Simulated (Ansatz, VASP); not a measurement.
**Two plane-wave programs on Cd**

```xyz
1
Lattice="2.9944 0.0000 0.0000 0.0000 2.9944 0.0000 0.0000 0.0000 2.9944" Properties=species:S:1:pos:R:3 pbc="T T T"
Cd    0.0000    0.0000    0.0000
```

Alike in both runs: functional PBE; k mesh 11 × 11 × 11; occupations fermi-dirac, width 0.1 eV; no spin polarisation.

Ansatz relaxed the structure, and its values are those at the end. VASP's run is a single point on that final structure, the one shown.

|  | VASP | Ansatz |
| --- | --- | --- |
| version | VASP 6.6.1 | Ansatz 0.2.0 |
| potentials or method | VASP PAW PBE potentials, release 64 (Cd), cutoff 520 eV | plane waves (420 eV) with PAW, scalar-relativistic |
| valence electrons in the cell | 12 | 20 |

|  | VASP | Ansatz | Ansatz less VASP |
| --- | --- | --- | --- |
| pressure (GPa) | 0.2 | 0.0 | -0.20 |

VASP's potentials hold 12 valence electrons a cell and Ansatz's 20, so a difference there can come from the potentials and not from the codes.
